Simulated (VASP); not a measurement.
# Ce (Fm-3m) in VASP: a series of runs, part 2 of 2

VASP 6.6.1.

## 3. Single point, PBE

Contents of INCAR:

```
SYSTEM = Ce
PREC = Accurate ; ENCUT = 520
EDIFF = 1E-7 ; ISMEAR = -1
SIGMA = 0.1 ; LREAL = .FALSE.
LASPH = .TRUE. ; NELM = 60
ALGO = Normal ; ISIF = 2
LWAVE = .FALSE. ; LCHARG = .TRUE.
GGA = PE ; LELF = .TRUE.
LVHAR = .TRUE. ; NBANDS = 12
```

Contents of KPOINTS:

```
Automatic mesh
0
G
  2 2 2
  0 0 0
```

Contents of POSCAR:

```
Ce
1.0
    0.0000000000      2.3774557595      2.3774557595
    2.3774557595      0.0000000000      2.3774557595
    2.3774557595      2.3774557595      0.0000000000
Ce
1
Direct
    0.0000000000      0.0000000000      0.0000000000
```

Potentials or basis: VASP PAW PBE potentials, release 64 (Ce).

The run is started by

```sh
$ cat potpaw_PBE.64/Ce/POTCAR > POTCAR
$ mpirun -np 1 vasp_std > vasp.out
```

Wall time 4.8 s (1 thread of Intel Xeon 6975P-C, shared host); peak memory 0.16 GiB.

The run converged, but its numbers aren't listed here, since they failed a check.

Caveat: the k points lie up to 1.14 Å⁻¹ apart; the mesh shows a gap though the element is a metal; spin-orbit coupling is left out, which moves the levels of the heavy elements.

## 4. Single point, PBE

Contents of INCAR:

```
SYSTEM = Ce
PREC     = Accurate       ! precision mode
ENCUT    = 520            ! plane-wave cutoff, eV
EDIFF    = 1E-7           ! SCF threshold, eV
ISMEAR   = -1             ! smearing method
SIGMA    = 0.1            ! smearing width, eV
LREAL    = .False.        ! projectors in reciprocal space
LASPH    = .True.         ! aspherical terms in the spheres
NELM     = 80             ! most SCF steps
ALGO     = Normal         ! electronic algorithm
ISIF     = 2              ! what is computed and relaxed
LWAVE    = .False.        ! write WAVECAR
LCHARG   = .True.         ! write CHGCAR
GGA      = PE             ! functional
LELF     = .True.         ! ELF
LVHAR    = .True.       
NBANDS   = 12             ! bands
```

Contents of KPOINTS:

```
Automatic mesh
0
Gamma
  3 3 3
  0 0 0
```

POSCAR is that of step 3.

Potentials or basis: VASP PAW PBE potentials, release 64 (Ce).

The run is started by

```sh
$ cat potpaw_PBE.64/Ce/POTCAR > POTCAR
$ mpirun -np 1 vasp_std > vasp.out
```

OUTCAR:

```text
SYSTEM = Ce
   PREC = Accurate
   ENCUT = 520
   EDIFF = 1E-7
   ISMEAR = -1
   LREAL = .False.
   LASPH = .True.
   NELM = 80
   ISIF = 2
   GGA = PE

 ion  position               nearest neighbor table
   1  0.000  0.000  0.000-

  LATTYP: Found a face centered cubic cell.
 ALAT       =     4.7549115190

  Lattice vectors:

 A1 = (   0.0000000000,   2.3774557595,   2.3774557595)
 A2 = (   2.3774557595,   0.0000000000,   2.3774557595)
[... 216 lines left out ...]
     10      10.4491      0.02333
     11      10.8250      0.00055
     12      10.8518      0.00042

------------------------ aborting loop because EDIFF is reached ----------------------------------------

  FORCE on cell =-STRESS in cart. coord.  units (eV):
  Direction    XX          YY          ZZ          XY          YZ          ZX
  --------------------------------------------------------------------------------------
  -------------------------------------------------------------------------------------
  Total       -0.3510789     -0.3510789     -0.3510789     -0.0000000     -0.0000000     -0.0000000
  in kB      -20.9289747    -20.9289747    -20.9289747     -0.0000000     -0.0000000     -0.0000000
  external PRESSURE =     -20.9289747 kB  Pullay stress =       0.0000000 kB

 VOLUME and BASIS-vectors are now :
 -----------------------------------------------------------------------------
  energy-cutoff  :      520.00
  volume of cell :       26.88
      direct lattice vectors                 reciprocal lattice vectors
     0.000000000  2.377455760  2.377455760    -0.210308856  0.210308856  0.210308856
     2.377455760  0.000000000  2.377455760     0.210308856 -0.210308856  0.210308856
     2.377455760  2.377455760  0.000000000     0.210308856  0.210308856 -0.210308856

 POSITION                                       TOTAL-FORCE (eV/Angst)
 -----------------------------------------------------------------------------------
      0.00000      0.00000      0.00000        -0.000000     -0.000000     -0.000000
 -----------------------------------------------------------------------------------
    total drift:                                0.000000     -0.000000      0.000000

  FREE ENERGIE OF THE ION-ELECTRON SYSTEM (eV)
  ---------------------------------------------------
  free  energy   TOTEN  =        -5.9924351588 eV

  energy  without entropy=       -5.7693112978  energy(sigma->0) =       -5.88087323
```

OSZICAR:

```text
N       E                     dE             d eps       ncg     rms          rms(c)
DAV:   1     0.102585976310E+03    0.10259E+03   -0.60828E+03    96   0.148E+03
DAV:   2     0.856224972790E+01   -0.94024E+02   -0.82658E+02   112   0.183E+02
DAV:   3    -0.465773816872E+01   -0.13220E+02   -0.12819E+02    96   0.874E+01
DAV:   4    -0.620768673536E+01   -0.15499E+01   -0.13547E+01   176   0.176E+01
DAV:   5    -0.626687838319E+01   -0.59192E-01   -0.58622E-01   156   0.432E+00    0.700E+00
DAV:   6    -0.650193670699E+01   -0.23506E+00   -0.91529E+00   148   0.134E+01    0.449E+00
DAV:   7    -0.600204317523E+01    0.49989E+00   -0.17247E+00   140   0.115E+01    0.292E+00
DAV:   8    -0.600286607394E+01   -0.82290E-03   -0.41241E-01   144   0.334E+00    0.121E+00
DAV:   9    -0.599570662467E+01    0.71594E-02   -0.21663E-01   124   0.219E+00    0.487E-01
DAV:  10    -0.599358294140E+01    0.21237E-02   -0.48811E-02   140   0.109E+00    0.384E-01
DAV:  11    -0.599255470625E+01    0.10282E-02   -0.41421E-03   156   0.334E-01    0.135E-01
DAV:  12    -0.599244557898E+01    0.10913E-03   -0.13247E-03   140   0.187E-01    0.477E-02
DAV:  13    -0.599244088514E+01    0.46938E-05   -0.14124E-05   168   0.267E-02    0.251E-02
DAV:  14    -0.599243610816E+01    0.47770E-05   -0.13017E-05   140   0.184E-02    0.102E-02
DAV:  15    -0.599243522645E+01    0.88172E-06   -0.41401E-06   156   0.997E-03    0.202E-03
DAV:  16    -0.599243515879E+01    0.67658E-07   -0.12499E-07    84   0.189E-03
   1 F= -.59924352E+01 E0= -.58808732E+01  d E =-.223124E+00
```

stdout:

```text
POSCAR found type information on POSCAR Ce
 POSCAR found :  1 types and       1 ions
 scaLAPACK will be used
 LDA part: xc-table for (Slater+PW92), standard interpolation
 POSCAR, INCAR and KPOINTS ok, starting setup
 FFT: planning ... GRIDC
 FFT: planning ... GRID_SOFT
 FFT: planning ... GRID
 WAVECAR not read
 entering main loop
```

It took 6.1 s on 1 thread of Intel Xeon 6975P-C, shared host; peak memory 0.16 GiB.

The run converged, but its numbers aren't listed here, since they failed a check.

Caveat: the k points lie up to 0.76 Å⁻¹ apart; the mesh shows a gap though the element is a metal; spin-orbit coupling is left out, which moves the levels of the heavy elements.

## 5. Single point, PBE

Contents of INCAR:

```
SYSTEM = Ce
PREC = Accurate ; ENCUT = 520
EDIFF = 1E-6 ; ISMEAR = -1
SIGMA = 0.1 ; LREAL = .FALSE.
LASPH = .TRUE. ; NELM = 60
ALGO = Normal ; ISIF = 2
LWAVE = .FALSE. ; LCHARG = .FALSE.
GGA = PE ; NBANDS = 12
```

Contents of KPOINTS:

```
regular mesh
0
G
  4 4 4
  0 0 0
```

POSCAR is that of step 4.

The run is started by

```sh
$ cat potpaw_PBE.64/Ce/POTCAR > POTCAR
$ mpirun -np 1 vasp_std > vasp.out
```

It took 5.7 s on 1 thread of Intel Xeon 6975P-C, shared host; peak memory 0.16 GiB.

The run converged. Its results:

| Property | Result |
| --- | --- |
| Free energy | -5.7947 eV |
| Pressure | 0.0 GPa |
| Band gap on the k mesh | zero (filled and empty bands touch) |

Levels at points of the mesh, in eV from the Fermi level:
```
           k point  band 3  band 4  band 5  band 6  band 7  band 8  band 9  band 10
(0.00, 0.00, 0.00)  -16.06  -16.06   -3.07   -0.18    0.40    0.40    0.40     1.16
(0.50, 0.00, 0.00)  -16.41  -16.41   -2.20   -0.10    0.49    0.49    0.77     0.98
(0.50, 0.50, 0.00)  -17.05  -17.05   -2.96   -2.30    0.55    0.64    0.64     0.70
```

Caveat: the k points lie up to 0.57 Å⁻¹ apart; spin-orbit coupling is left out, which moves the levels of the heavy elements.

## 6. Single point, PBE

Contents of INCAR:

```
ALGO = Normal
EDIFF = 1E-6
ENCUT = 520
GGA = PE
ISIF = 2
ISMEAR = -1
LASPH = T
LCHARG = T
LELF = T
LREAL = F
LVHAR = T
LWAVE = F
NBANDS = 12
NELM = 60
PREC = Accurate
SIGMA = 0.1
```

Contents of KPOINTS:

```
k-points
0
Gamma
  6 6 6
```

POSCAR is that of step 5.

Potentials or basis: VASP PAW PBE potentials, release 64 (Ce).

The run is started by

```sh
$ cat potpaw_PBE.64/Ce/POTCAR > POTCAR
$ mpirun -np 1 vasp_std > vasp.out
```

Wall time 9.6 s (1 thread of Intel Xeon 6975P-C, shared host); peak memory 0.16 GiB.

The run converged. Its results:

```
Free energy            : -6.0110 eV
Pressure               : -0.4 GPa
Band gap on the k mesh : zero (band 6 reaches 9.52 eV, above the bottom of band 7 at 9.25 eV)
```

Levels at points of the mesh, in eV from the Fermi level:
| k point | band 3 | band 4 | band 5 | band 6 | band 7 | band 8 | band 9 | band 10 |
| --- | --- | --- | --- | --- | --- | --- | --- | --- |
| (0.00, 0.00, 0.00) | -15.94 | -15.94 | -2.88 | -0.15 | 0.41 | 0.41 | 0.41 | 1.15 |
| (0.50, 0.00, 0.00) | -16.29 | -16.29 | -2.00 | -0.07 | 0.49 | 0.49 | 0.76 | 0.97 |
| (0.50, 0.50, 0.00) | -16.93 | -16.93 | -2.76 | -2.10 | 0.55 | 0.64 | 0.64 | 0.70 |

Caveat: the k points lie up to 0.38 Å⁻¹ apart; spin-orbit coupling is left out, which moves the levels of the heavy elements. Spin polarisation is off, so any magnetic state and its effect on volume and gap are missing.

## 7. Overview

| k mesh | gap on the mesh (eV) | pressure (GPa) |
| --- | --- | --- |
| 15 × 15 × 15 | none | -0.3 |
| 4 × 4 × 4 | none | 0.0 |
| 6 × 6 × 6 | none | -0.4 |

Alike in all rows: task single point; level PBE; potentials or basis VASP PAW PBE potentials, release 64 (Ce); no spin polarisation; cell as given; cutoff (eV) 520; smearing fermi-dirac 0.1 eV.

Caveats: some runs use coarse meshes; spin-orbit coupling is left out, which moves the levels of the heavy elements.

Absolute energies hang on the potentials; compare differences alone.
